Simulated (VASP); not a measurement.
Input of a VASP 6.6.1 run:

Contents of INCAR:

```
PREC = Accurate ; ENCUT = 520
EDIFF = 1E-7 ; ISMEAR = -1
SIGMA = 0.05 ; LREAL = False
LASPH = True ; NELM = 150
ALGO = Normal ; ISIF = 2
LWAVE = False ; LCHARG = False
ISPIN = 2 ; MAGMOM = 1
LORBIT = 11 ; LMAXMIX = 6
GGA = PE ; NBANDS = 22
```

File KPOINTS:

```
regular mesh
0
Gamma
  9 9 9
```

Contents of POSCAR:

```
Yb
1.0
   -2.1224053409      2.1224053409      2.1224053409
    2.1224053409     -2.1224053409      2.1224053409
    2.1224053409      2.1224053409     -2.1224053409
Yb
1
Direct
    0.0000000000      0.0000000000      0.0000000000
```

Potentials or basis: VASP PAW PBE potentials, release 64 (Yb).

Command:

```console
$ cat potpaw_PBE.64/Yb/POTCAR > POTCAR
$ mpirun -np 1 vasp_std > vasp.out
```

**Question.** Predict the band gap on the k mesh.

**Answer.** Zero (filled and empty bands overlap).

**Question.** Predict the net moment.

**Answer.** 0.00 μB per cell.

Caveat: spin-orbit coupling is left out, which moves the levels of the heavy elements. The state reached can hang on the start; a lower one may exist.
